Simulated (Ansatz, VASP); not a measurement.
**Ge in VASP and in Ansatz**

```xyz
2
Lattice="-2.5333 2.6906 1.4585 2.5333 -2.6906 1.4585 2.5333 2.6906 -1.4585" Properties=species:S:1:pos:R:3 pbc="T T T"
Ge    2.5333   -1.3453    1.2716
Ge    0.0000    4.0359    0.1869
```

Change from the starting cell: strain +0.015 along x and y, +0.015 along z, atoms carried along.

Alike in both runs: task single point; functional PBEsol; k mesh 20 × 20 × 20; occupations gaussian, width 0.15 eV; no spin polarisation.

|  | VASP | Ansatz |
| --- | --- | --- |
| version | VASP 6.6.1 | Ansatz 0.2.0 |
| potentials or method | VASP PAW PBE potentials, release 64 (Ge_d), cutoff 520 eV | scalar-relativistic, plane waves, PAW |
| valence electrons in the cell | 28 | 28 |

```tsv
	VASP	Ansatz	Ansatz less VASP
gap on the k mesh at the Fermi level (eV)	none	none	-
pressure (GPa)	-5.3	-5.2	+0.09
traceless stress, the component that is largest in VASP (GPa)	-0.50	-0.48	+0.026
rms of the force components (eV/Å)	0.028	0.028	-0.0005
```

VASP's potentials were made for PBE, not for PBEsol. Atom by atom the forces differ by 0.001 eV/Å (rms over components). A gap of «none» marks a metal or a gap that the smearing closes.
